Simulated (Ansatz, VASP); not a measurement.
**One calculation of InSb5, two programs**

```
In Sb
1.0
     6.19308    0.00000    0.00000
    -3.09654    5.36337    0.00000
     0.00000    0.00000    9.14790
In Sb
1 5
Direct
  0.00000 0.00000 0.00000
  0.50000 0.00000 0.50000
  0.00000 0.50000 0.50000
  0.50000 0.50000 0.50000
  0.00000 0.00000 0.66091
  0.00000 0.00000 0.33909
```

Alike in both runs: functional PBE; k mesh 6 × 6 × 4; occupations gaussian, width 0.1 eV; no spin polarisation.

Ansatz relaxed the structure, and its values are those at the end. VASP's run is a single point on that final structure, the one shown.

|  | VASP | Ansatz |
| --- | --- | --- |
| version | VASP 6.6.1 | Ansatz 0.2.0 |
| potentials or method | VASP PAW PBE potentials, release 64 (In_d, Sb), cutoff 520 eV | scalar-relativistic, plane waves, PAW |
| valence electrons in the cell | 38 | 88 |

|  | VASP | Ansatz | Ansatz less VASP |
| --- | --- | --- | --- |
| gap on the k mesh at the Fermi level (eV) | none | none | - |
| pressure (GPa) | -0.1 | 0.0 | +0.03 |

A gap of «none» marks a metal or a gap that the smearing closes. The functional is the same, so the differences come from potentials, cutoffs and numerics. VASP's potentials hold 38 valence electrons a cell and Ansatz's 88, so a difference there can come from the potentials and not from the codes. Ansatz's warnings: xc potential rough in thin density.

Neither program's run includes spin-orbit coupling.
